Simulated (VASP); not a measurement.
**ZnSe (Stilleite): single point with PBE**

The system is ZnSe (Stilleite).

```
CELL_PARAMETERS angstrom
0.00000 2.66751 2.66751
2.66751 0.00000 2.66751
2.66751 2.66751 0.00000
ATOMIC_POSITIONS crystal
Zn 0.00000 0.00000 0.00000
Se 0.25000 0.25000 0.25000
```

```
Program                : VASP 6.6.1
Task                   : single point
Functional             : PBE
Potentials or basis    : VASP PAW PBE potentials, release 64 (Zn, Se)
Cutoff                 : 500 eV
k mesh                 : 7 × 7 × 7
Occupations            : gaussian, width 0.01 eV
Spin                   : no spin polarisation
Dipole correction      : no
Further INCAR settings : ALGO = Normal; EDIFF = 1e-06; NBANDS = 16
```

The pressure is 20.4 GPa and the band gap on the k mesh is 2.07 eV, direct.

Levels at points of the mesh, in eV from the valence-band top:
| k point | band 7 | band 8 | band 9 | band 10 | band 11 | band 12 |
| --- | --- | --- | --- | --- | --- | --- |
| (0.00, 0.00, 0.00) | 0.00 | 0.00 | 0.00 | 2.07 | 5.68 | 5.68 |

Run time: 33 s on 1 thread of AMD EPYC 7R13, with other jobs on the host, peak memory 0.13 GiB.

A hybrid or GW would open this gap; PBE tends to underestimate it.
